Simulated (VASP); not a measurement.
HgTe (Coloradoite): relaxation of cell and atoms with PBEsol+D4

HgTe (Coloradoite):

```xyz
2
Lattice="0.0000 3.2145 3.2145 3.2145 0.0000 3.2145 3.2145 3.2145 0.0000" Properties=species:S:1:pos:R:3 pbc="T T T"
Hg    0.0000    0.0000    0.0000
Te    4.8217    4.8217    4.8217
```

```json
{"Program": "VASP 6.6.1", "Task": "relaxation of cell and atoms", "Functional": "PBEsol", "Dispersion": "D4", "Potentials or basis": "VASP PAW PBE potentials, release 64 (Hg, Te)", "Cutoff": "600 eV", "k mesh": "7 × 7 × 7", "Occupations": "fermi-dirac, width 0.05 eV", "Spin": "no spin polarisation", "Dipole correction": "no", "Further INCAR settings": "ALGO = Normal; EDIFF = 1e-06; IBRION = 2; EDIFFG = -0.02; NSW = 80; ISIF = 3"}
```

```yaml
Relaxed_volume: 33.82 Å³/atom
Relaxed_cell: a = 4.574 Å, b = 4.574 Å, c = 4.574 Å, α = 60.00°, β = 60.00°, γ = 60.00°
Space_group_after_relaxing_to_0.05_Å: F-43m (No. 216)
Energy_gained_by_relaxing: 1.6 meV/atom
Ionic_steps: 3
Pressure_after_relaxing: 0.0 GPa
Band_gap_on_the_k_mesh: zero (filled and empty bands touch)
Dispersion_energy_per_atom: -0.229 eV
```

The path:
```tsv
step	energy change (eV)	largest force (eV/Å)	pressure (GPa)	volume (Å³)
1	0.0000	0.0000	0.85	66.43
2	-0.0027	0.0000	-0.33	68.15
3	-0.0032	0.0000	-0.01	67.65
```

Final structure:
```
Hg Te
1.0
     0.00000    3.23398    3.23398
     3.23398    0.00000    3.23398
     3.23398    3.23398    0.00000
Hg Te
1 1
Cartesian
  0.0000 0.0000 0.0000
  4.8510 4.8510 4.8510
```

Levels at points of the mesh, in eV from the Fermi level:
```tsv
k point	band 7	band 8	band 9	band 10	band 11	band 12
(0.00, 0.00, 0.00)	-0.85	-0.04	-0.04	-0.04	4.14	4.14
```

It took 74 s on 1 thread of Intel Xeon 8259CL, with other jobs on the host, peak memory 0.22 GiB.

Caveat: the PAW data sets were made with another functional, which shifts forces and pressure a little; spin-orbit coupling is left out, which moves the levels of the heavy elements; pairwise dispersion overbinds metals, which lowers pressure and volume. Zero-point motion and thermal expansion aren't in these numbers.
